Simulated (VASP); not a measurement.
Write the native input for VASP 6.6.1 that does the following.

```
Task                   : single point
Functional             : PBE
Potentials or basis    : VASP PAW PBE potentials, release 64 (Sb)
Cutoff                 : 500 eV
k mesh                 : 9 × 9 × 9
Occupations            : methfessel-paxton, width 0.05 eV
Spin                   : no spin polarisation
Dipole correction      : no
Further INCAR settings : ALGO = Normal; EDIFF = 1e-06; NBANDS = 8
```

The structure of Sb lies in POSCAR:

```
Sb
1.0
   -1.7134224700      1.7134224700      1.7134224700
    1.7134224700     -1.7134224700      1.7134224700
    1.7134224700      1.7134224700     -1.7134224700
Sb
1
Direct
    0.0000000000      0.0000000000      0.0000000000
```

One way to write it, as run:

INCAR

```
PREC = Accurate ; ENCUT = 500
EDIFF = 1E-6 ; ISMEAR = 1
SIGMA = 0.05 ; LREAL = F
LASPH = T ; NELM = 120
ALGO = Normal ; ISIF = 2
LWAVE = F ; LCHARG = T
GGA = PE ; LELF = T
LVHAR = T ; NBANDS = 8
GGA_COMPAT = F
```

KPOINTS

```
regular mesh
0
Gamma
  9 9 9
```

Potentials or basis: VASP PAW PBE potentials, release 64 (Sb).

The run is started by

```bash
$ cat potpaw_PBE.64/Sb/POTCAR > POTCAR
$ mpirun -np 1 vasp_std > vasp.out
```

It gave:

```
Pressure : 37.2 GPa
```

Run time: 3.8 s on 1 thread of Intel(R) Xeon(R) Platinum 8375C CPU @ 2.90GHz (Ice Lake), on a shared host, peak memory 0.14 GiB.
